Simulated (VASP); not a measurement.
# TiSiTe3 (P-6m2) in VASP: a series of runs, part 2 of 2

VASP 6.6.1.

## Step 3: Single point, PBE

This run uses another cell than the first one, of 28.89 Å³/atom.

File INCAR:

```
PREC = Accurate ; ENCUT = 520
EDIFF = 1E-7 ; ISMEAR = 0
SIGMA = 0.1 ; LREAL = False
LASPH = True ; NELM = 100
ALGO = Normal ; ISIF = 2
LWAVE = False ; LCHARG = False
GGA = PE ; NBANDS = 25
```

File KPOINTS:

```
regular mesh
0
Gamma
  6 6 4
```

File POSCAR:

```
TiSiTe3
1.0
    5.2431888345     -0.0000000028      0.0000000000
   -2.6215944148      4.5407347289      0.0000000000
    0.0000000000      0.0000000000      6.0680905548
Ti Si Te
1 1 3
Direct
    0.3333333333      0.6666666667      0.5000000000
    0.6666666667      0.3333333333      0.0000000000
    0.0000000000      0.0000000000      0.0000000000
    0.6666666667      0.3333333333      0.5000000000
    0.0000000000      0.0000000000      0.5000000000
```

Potentials or basis: VASP PAW PBE potentials, release 64 (Ti_sv, Si, Te).

Launch:

```sh
cat potpaw_PBE.64/Ti_sv/POTCAR potpaw_PBE.64/Si/POTCAR potpaw_PBE.64/Te/POTCAR > POTCAR
mpirun -np 1 vasp_std > vasp.out
```

OUTCAR:

```text
PREC = Accurate
   ENCUT = 520
   EDIFF = 1E-7
   ISMEAR = 0
   LREAL = False
   LASPH = True
   NELM = 100
   ISIF = 2
   GGA = PE

 ion  position               nearest neighbor table
   1  0.333  0.667  0.500-   4 3.03   5 3.03   4 3.03   5 3.03   5 3.03   4 3.03
   2  0.667  0.333  0.000-   3 3.03   3 3.03   3 3.03   4 3.03   4 3.03
   3  0.000  0.000  0.000-   2 3.03   2 3.03   2 3.03   5 3.03   5 3.03
   4  0.667  0.333  0.500-   1 3.03   5 3.03   1 3.03   5 3.03   5 3.03   1 3.03   2 3.03   2 3.03

   5  0.000  0.000  0.500-   1 3.03   4 3.03   1 3.03   4 3.03   4 3.03   1 3.03   3 3.03   3 3.03

  LATTYP: Found a hexagonal cell.
 ALAT       =     5.2431888345
 C/A-ratio  =     1.1573282493

  Lattice vectors:

 A1 = (   5.2431888345,  -0.0000000028,   0.0000000000)
 A2 = (  -2.6215944148,   4.5407347289,   0.0000000000)
 A3 = (   0.0000000000,   0.0000000000,   6.0680905548)

Analysis of symmetry for initial positions (statically):
=====================================================================
 Subroutine PRICEL returns:
 Original cell was already a primitive cell.

 Routine SETGRP: Setting up the symmetry group for a
 hexagonal supercell.

 Subroutine GETGRP returns: Found 12 space group operations
 (whereof 12 operations were pure point group operations)
 out of a pool of 24 trial point group operations.

The static configuration has the point symmetry D_3h.

Analysis of symmetry for dynamics (positions and initial velocities):
=====================================================================
 Subroutine PRICEL returns:
 Original cell was already a primitive cell.

 Routine SETGRP: Setting up the symmetry group for a
 hexagonal supercell.

 Subroutine GETGRP returns: Found 12 space group operations
 (whereof 12 operations were pure point group operations)
 out of a pool of 24 trial point group operations.

The dynamic configuration has the point symmetry D_3h.

 Subroutine INISYM returns: Found 12 space group operations
 (whereof 12 operations are pure point group operations),
 and found     1 'primitive' translations

----------------------------------------------------------------------------------------

                                     Primitive cell

  volume of cell :     144.4687

  direct lattice vectors                    reciprocal lattice vectors
     5.243188834 -0.000000003  0.000000000     0.190723629  0.110114338  0.000000000
    -2.621594415  4.540734729  0.000000000     0.000000000  0.220228677  0.000000000
     0.000000000  0.000000000  6.068090555     0.000000000  0.000000000  0.164796486

  length of vectors
     5.243188834  5.243188834  6.068090555     0.220228677  0.220228677  0.164796486

  position of ions in fractional coordinates (direct lattice)
     0.333333333  0.666666667  0.500000000
     0.666666667  0.333333333  0.000000000
     0.000000000  0.000000000  0.000000000
     0.666666667  0.333333333  0.500000000
     0.000000000  0.000000000  0.500000000

  ion indices of the primitive-cell ions
   primitive index   ion index
                 1           1
                 2           2
[... 26 lines left out ...]
 ===========================================

 Found     21 irreducible k-points:

 Following reciprocal coordinates:
            Coordinates               Weight
  0.000000  0.000000  0.000000      1.000000
  0.166667 -0.000000  0.000000      6.000000
  0.333333  0.000000  0.000000      6.000000
  0.500000 -0.000000  0.000000      3.000000
  0.166667  0.166667  0.000000      6.000000
  0.333333  0.166667  0.000000     12.000000
[... 13 lines left out ...]
  0.333333  0.166667  0.500000     12.000000
  0.333333  0.333333  0.500000      2.000000
   k-points           NKPTS =     21   k-points in BZ     NKDIM =     21   number of bands    NBANDS=     25
   number of dos      NEDOS =    301   number of ions     NIONS =      5
   total plane-waves  NPLWV =  76800
   dimension x,y,z NGX =    40 NGY =   40 NGZ =   48
   dimension x,y,z NGXF=    80 NGYF=   80 NGZF=   96
   ions per type =               1   1   3
   NGX,Y,Z   is equivalent  to a cutoff of  12.68, 12.68, 13.15 a.u.
   NGXF,Y,Z  is equivalent  to a cutoff of  25.37, 25.37, 26.30 a.u.
 SYSTEM =  unknown system
   PREC   = accura    normal or accurate (medium, high low for compatibility)
   ISTART =      0    job   : 0-new  1-cont  2-samecut
   ICHARG =      2    charge: 1-file 2-atom 10-const
   ISPIN  =      1    spin polarized calculation?
   LNONCOLLINEAR =      F non collinear calculations
   LSORBIT =      F    spin-orbit coupling
   LASPH  =      T    aspherical Exc in radial PAW
   ENCUT  =  520.0 eV  38.22 Ry    6.18 a.u.   9.75  9.75 11.28*2*pi/ulx,y,z
   NELM   =    100;   NELMIN=  2; NELMDL= -5     # of ELM steps
   EDIFF  = 0.1E-06   stopping-criterion for ELM
   LREAL  =      F    real-space projection
   EDIFFG = 0.1E-05   stopping-criterion for IOM
   NSW    =      0    number of steps for IOM
   IBRION =     -1    ionic relax: 0-MD 1-quasi-New 2-CG
   NFREE  =      0    steps in history (QN), initial steepest desc. (CG)
   ISIF   =      2    stress and relaxation
   ISYM   =      2    0-nonsym 1-usesym 2-fastsym
   POTIM  = 0.5000    time-step for ionic-motion
   TEBEG  =    0.0;   TEEND  =   0.0 temperature during run
   PSTRESS=    0.0 pullay stress
   NELECT =      34.0000    total number of electrons
   NUPDOWN=      -1.0000    fix difference up-down
   EMIN   =  10.00;   EMAX   =-10.00  energy-range for DOS
   EFERMI =   0.00;   METHOD = LEGACY
   ISMEAR =     0;   SIGMA  =   0.10  broadening in eV -4-tet -1-fermi 0-gaus
   EFERMI_NEDOS =   21; number of points for ismear=-14 and -15
   IALGO  =     38    algorithm
   IMIX   =      4    mixing-type and parameters
     AMIX     =   0.40;   BMIX     =  1.00
     AMIX_MAG =   1.60;   BMIX_MAG =  1.00
  volume/ion in A,a.u.               =      28.89       194.98
  Fermi-wavevector in a.u.,A,eV,Ry     =   1.010749  1.910038 13.899891  1.021613
  Thomas-Fermi vector in A             =   2.143757
   LORBIT       =      0    0 simple, 1 ext, 2 COOP (PROOUT), +10 PAW based schemes
   GGA     = PE    functional components
   LHFCALC =     F    Hartree Fock is set to
   AEXX    =    0.0000 exact exchange contribution
   IVDW    =     0    specifies the selected vdW correction
   LEPSILON=     F    determine dielectric tensor
   LRPA    =     F    only Hartree local field effects (RPA)
 non-spin polarized calculation
 Gauss-broadening in eV      SIGMA  =   0.10
  energy-cutoff  :      520.00
  volume of cell :      144.47
 maximum number of plane-waves:      3926
 NGX is ok and might be reduce to    40
   NGX = 19   NGY = 19   NGZ = 23

 number of electron      34.0000000 magnetization

 Free energy of the ion-electron system (eV)
  ---------------------------------------------------
  ext. energy  EPLUGINS =         0.00000000
  ---------------------------------------------------
  free energy    TOTEN  =       -20.38499884 eV

  energy without entropy =      -20.33553732  energy(sigma->0) =      -20.36026808

 E-fermi :   6.5438     XC(G=0):  -9.3091

 val. band max:        6.5329072470   @ k =   0.1667  -0.0000   0.0000
 cond. band min:       6.5458850562   @ k =   0.3333   0.1667   0.2500
 fundamental gap:      0.0129778092
 Fermi energy:         6.5437565718

 k-point     1 :       0.0000    0.0000    0.0000
  band No.  band energies     occupation
      1     -51.1058      2.00000
      2     -27.5633      2.00000
      3     -27.2929      2.00000
      4     -27.2929      2.00000
      5      -7.4232      2.00000
      6      -4.8958      2.00000
[... 577 lines left out ...]
     24       8.4770      0.00000
     25       8.8237      0.00000

------------------------ aborting loop because EDIFF is reached ----------------------------------------

  FORCE on cell =-STRESS in cart. coord.  units (eV):
  Direction    XX          YY          ZZ          XY          YZ          ZX
  --------------------------------------------------------------------------------------
  -------------------------------------------------------------------------------------
  Total       -0.1304896     -0.1304896      0.0554775     -0.0000000     -0.0000000      0.0000000
  in kB       -1.4471473     -1.4471473      0.6152535     -0.0000000     -0.0000000      0.0000000
  external PRESSURE =      -0.7596804 kB  Pullay stress =       0.0000000 kB

 VOLUME and BASIS-vectors are now :
 -----------------------------------------------------------------------------
  energy-cutoff  :      520.00
  volume of cell :      144.47
      direct lattice vectors                 reciprocal lattice vectors
     5.243188834 -0.000000003  0.000000000     0.190723629  0.110114338  0.000000000
    -2.621594415  4.540734729  0.000000000     0.000000000  0.220228677  0.000000000
     0.000000000  0.000000000  6.068090555     0.000000000  0.000000000  0.164796486

 POSITION                                       TOTAL-FORCE (eV/Angst)
 -----------------------------------------------------------------------------------
      0.00000      3.02716      3.03405        -0.000000      0.000000      0.000000
      2.62159      1.51358      0.00000         0.000000     -0.000000      0.000000
      0.00000      0.00000      0.00000         0.000000     -0.000000      0.000000
      2.62159      1.51358      3.03405        -0.000000     -0.000000      0.000000
      0.00000      0.00000      3.03405         0.000000     -0.000000      0.000000
 -----------------------------------------------------------------------------------
    total drift:                                0.000001     -0.000000     -0.000000

  FREE ENERGIE OF THE ION-ELECTRON SYSTEM (eV)
  ---------------------------------------------------
  free  energy   TOTEN  =       -20.3849988380 eV

  energy  without entropy=      -20.3355373191  energy(sigma->0) =      -20.36026808
```

OSZICAR:

```text
N       E                     dE             d eps       ncg     rms          rms(c)
DAV:   1     0.233690414722E+03    0.23369E+03   -0.14078E+04  1050   0.119E+03
DAV:   2     0.341529183150E+01   -0.23028E+03   -0.22074E+03  1228   0.288E+02
DAV:   3    -0.210157046907E+02   -0.24431E+02   -0.23790E+02  1780   0.804E+01
[... 12 lines left out ...]
DAV:  16    -0.203849971455E+02    0.19988E-04   -0.80550E-05  1477   0.380E-02    0.120E-02
DAV:  17    -0.203849986502E+02   -0.15047E-05   -0.98194E-06  1596   0.138E-02    0.863E-03
DAV:  18    -0.203849990544E+02   -0.40426E-06   -0.51625E-07  1114   0.414E-03    0.785E-03
DAV:  19    -0.203849988510E+02    0.20347E-06   -0.15872E-06  1310   0.615E-03    0.132E-03
DAV:  20    -0.203849988380E+02    0.12960E-07   -0.46596E-08   613   0.120E-03
   1 F= -.20384999E+02 E0= -.20360268E+02  d E =-.494615E-01
```

It took 50 s on 1 thread of Intel Xeon 6975P-C (Granite Rapids), shared host; peak memory 0.3 GiB.

What came out:

```yaml
Free_energy: -20.3850 eV
Pressure: -0.1 GPa
Band_gap_on_the_k_mesh: zero (bands 17 and 18 overlap by 0.74 eV)
```

Levels at points of the mesh, in eV from the Fermi level:
```csv
k point,band 13,band 14,band 15,band 16,band 17,band 18,band 19,band 20,band 21,band 22
"(0.00, 0.00, 0.00)",-2.84,-2.84,-1.83,-1.83,0.10,0.10,0.18,1.15,1.15,1.60
"(0.50, 0.00, 0.00)",-3.17,-1.78,-1.31,-0.40,-0.12,0.52,0.52,0.72,2.02,2.30
"(0.00, 0.00, 0.50)",-3.08,-2.62,-1.65,-1.65,-0.41,-0.41,0.28,0.50,1.19,1.19
"(0.50, 0.00, 0.50)",-2.36,-2.05,-1.27,-1.12,-0.29,-0.05,0.23,0.40,0.68,0.90
```

Caveat: spin-orbit coupling is left out, which moves the levels of the heavy elements.

## Step 4: Relaxation of cell and atoms, PBE

File INCAR:

```
SYSTEM = TiSiTe3
PREC = Accurate
ENCUT = 600
EDIFF = 1E-7
ISMEAR = 0
SIGMA = 0.1
LREAL = .False.
LASPH = .True.
NELM = 100
ALGO = Normal
ISIF = 3
LWAVE = .False.
LCHARG = .False.
GGA = PE
IBRION = 2
NSW = 90
EDIFFG = -0.04
```

File KPOINTS:

```
regular mesh
0
Gamma
  6 6 4
  0 0 0
```

File POSCAR:

```
TiSiTe3
1.0
    5.3889649900      0.0000000000      0.0000000000
   -2.6944824900      4.6669805800      0.0000000000
    0.0000000000      0.0000000000      5.4740385800
Ti Si Te
1 1 3
Direct
    0.3333333300      0.6666666700      0.5000000000
    0.6666666700      0.3333333300      0.0000000000
    0.0000000000      0.0000000000      0.0000000000
    0.6666666700      0.3333333300      0.5000000000
    0.0000000000      0.0000000000      0.5000000000
```

Launch:

```sh
cat potpaw_PBE.64/Ti_sv/POTCAR potpaw_PBE.64/Si/POTCAR potpaw_PBE.64/Te/POTCAR > POTCAR
mpirun -np 1 vasp_std > vasp.out
```

Run time: 5 min. Hardware: 1 thread of Intel Xeon 6975P-C (Granite Rapids), shared host; peak memory 0.4 GiB.

The run converged. Its results:

* Free energy: -20.3850 eV
* Relaxed volume: 28.81 Å³/atom
* Relaxed cell: a = 5.231 Å, b = 5.231 Å, c = 6.079 Å, α = 90.00°, β = 90.00°, γ = 120.00°
* Space group after relaxing (to 0.1 Å): P-6m2 (No. 187)
* Energy gained by relaxing: 116.7 meV/atom
* Ionic steps: 6
* Pressure after relaxing: 0.1 GPa
* Band gap on the k mesh: zero (bands 17 and 18 overlap by 0.74 eV)

The path:
| step | energy change (eV) | largest force (eV/Å) | pressure (GPa) | volume (Å³) |
| --- | --- | --- | --- | --- |
| 1 | 0.0000 | 0.0000 | 2.98 | 137.67 |
| 2 | -0.5788 | 0.0000 | -0.66 | 147.02 |
| 3 | -0.5800 | 0.0000 | -0.47 | 145.59 |
| 4 | -0.5804 | 0.0000 | -0.53 | 146.11 |
| 5 | -0.5804 | 0.0000 | -0.51 | 145.93 |
| 6 | -0.5833 | 0.0000 | 0.09 | 144.07 |

Final structure:
```yaml
crystal:
  lattice:
    - [5.23119, 0.00000, 0.00000]
    - [-2.61560, 4.53034, 0.00000]
    - [0.00000, 0.00000, 6.07914]
  atoms:
    - { symbol: Ti, position: [0.33333, 0.66667, 0.50000] }
    - { symbol: Si, position: [0.66667, 0.33333, 0.00000] }
    - { symbol: Te, position: [0.00000, 0.00000, 0.00000] }
    - { symbol: Te, position: [0.66667, 0.33333, 0.50000] }
    - { symbol: Te, position: [0.00000, 0.00000, 0.50000] }
```

Levels at points of the mesh, in eV from the Fermi level:
| k point | band 15 | band 16 | band 17 | band 18 | band 19 | band 20 |
| --- | --- | --- | --- | --- | --- | --- |
| (0.00, 0.00, 0.00) | -1.83 | -1.83 | 0.10 | 0.10 | 0.18 | 1.15 |
| (0.50, 0.00, 0.00) | -1.31 | -0.36 | -0.12 | 0.53 | 0.53 | 0.73 |
| (0.00, 0.00, 0.50) | -1.65 | -1.65 | -0.41 | -0.41 | 0.28 | 0.51 |
| (0.50, 0.00, 0.50) | -1.27 | -1.14 | -0.29 | -0.03 | 0.23 | 0.41 |

Caveat: spin-orbit coupling is left out, which moves the levels of the heavy elements.

## Step 5: Single point, PBE, collinear spin

This run uses another cell than the first one, of 28.89 Å³/atom.

File INCAR:

```
ALGO = Normal
EDIFF = 1E-7
ENCUT = 520
GGA = PE
ISIF = 2
ISMEAR = 0
ISPIN = 2
LASPH = T
LCHARG = F
LMAXMIX = 4
LORBIT = 11
LREAL = F
LWAVE = F
MAGMOM = 1 0 0 0 0
NBANDS = 29
NELM = 150
PREC = Accurate
SIGMA = 0.1
```

File KPOINTS:

```
k-points
0
Gamma
  6 6 4
```

File POSCAR:

```
TiSiTe3
1.0
    5.2431888345      0.0000000000      0.0000000000
   -2.6215944172      4.5407347275      0.0000000000
    0.0000000000      0.0000000000      6.0680905548
Ti Si Te
1 1 3
Direct
    0.3333333333      0.6666666667      0.5000000000
    0.6666666667      0.3333333333      0.0000000000
    0.0000000000      0.0000000000      0.0000000000
    0.6666666667      0.3333333333      0.5000000000
    0.0000000000      0.0000000000      0.5000000000
```

Launch:

```sh
cat potpaw_PBE.64/Ti_sv/POTCAR potpaw_PBE.64/Si/POTCAR potpaw_PBE.64/Te/POTCAR > POTCAR
mpirun -np 1 vasp_std > vasp.out
```

Run time: 2.8 min. Hardware: 1 thread of Intel Xeon 6975P-C (Granite Rapids), shared host; peak memory 0.41 GiB.

The run converged. Its results:

```yaml
Free_energy: -20.3850 eV
Pressure: -0.1 GPa
Band_gap_on_the_k_mesh: zero (filled and empty bands overlap)
Net_moment: 0.00 μB per cell
Valence_electrons_inside_the_program's_atomic_spheres: Ti 10.07; Si 1.50; Te 3.29, 3.38, 3.39
```

Stress tensor (GPa, compression positive):
```
-0.15  0.00  0.00
 0.00 -0.15  0.00
 0.00  0.00  0.06
```

Levels at points of the mesh, in eV from the Fermi level:
Spin up:
```
           k point  band 14  band 15  band 16  band 17  band 18  band 19  band 20  band 21
(0.00, 0.00, 0.00)    -2.84    -1.83    -1.83     0.10     0.10     0.17     1.15     1.15
(0.50, 0.00, 0.00)    -1.78    -1.31    -0.40    -0.12     0.52     0.52     0.72     2.02
(0.00, 0.00, 0.50)    -2.62    -1.65    -1.65    -0.41    -0.41     0.28     0.50     1.19
(0.50, 0.00, 0.50)    -2.05    -1.27    -1.12    -0.29    -0.05     0.23     0.40     0.68
```
Spin down:
| k point | band 14 | band 15 | band 16 | band 17 | band 18 | band 19 | band 20 | band 21 |
| --- | --- | --- | --- | --- | --- | --- | --- | --- |
| (0.00, 0.00, 0.00) | -2.84 | -1.83 | -1.83 | 0.10 | 0.10 | 0.18 | 1.15 | 1.15 |
| (0.50, 0.00, 0.00) | -1.78 | -1.31 | -0.40 | -0.12 | 0.52 | 0.52 | 0.72 | 2.02 |
| (0.00, 0.00, 0.50) | -2.62 | -1.65 | -1.65 | -0.41 | -0.41 | 0.28 | 0.50 | 1.19 |
| (0.50, 0.00, 0.50) | -2.05 | -1.27 | -1.12 | -0.29 | -0.05 | 0.23 | 0.40 | 0.68 |

Caveat: spin-orbit coupling is left out, which moves the levels of the heavy elements.

## Step 6: Overview

| task | spin | cell | cutoff (eV) | gap on the mesh (eV) | pressure (GPa) |
| --- | --- | --- | --- | --- | --- |
| single point | off | a = 5.389, b = 5.389, c = 5.474 Å, angles 90.0, 90.0, 120.0°, 5 atoms | 520 | none | 3.0 |
| single point | off | a = 5.243, b = 5.243, c = 6.068 Å, angles 90.0, 90.0, 120.0°, 5 atoms | 520 | none | -0.1 |
| relaxation of cell and atoms | off | relaxed from a = 5.389, b = 5.389, c = 5.474 Å, angles 90.0, 90.0, 120.0°, 5 atoms | 600 | none | 0.1 |
| single point | collinear | a = 5.243, b = 5.243, c = 6.068 Å, angles 90.0, 90.0, 120.0°, 5 atoms | 520 | none | -0.1 |

Alike in all rows: level PBE; potentials or basis VASP PAW PBE potentials, release 64 (Ti_sv, Si, Te); k mesh 6 × 6 × 4; smearing gaussian 0.1 eV.

Caveats: spin-orbit coupling is left out, which moves the levels of the heavy elements.

Total energies depend on the potentials used, so only differences within one code and one set of settings carry meaning.
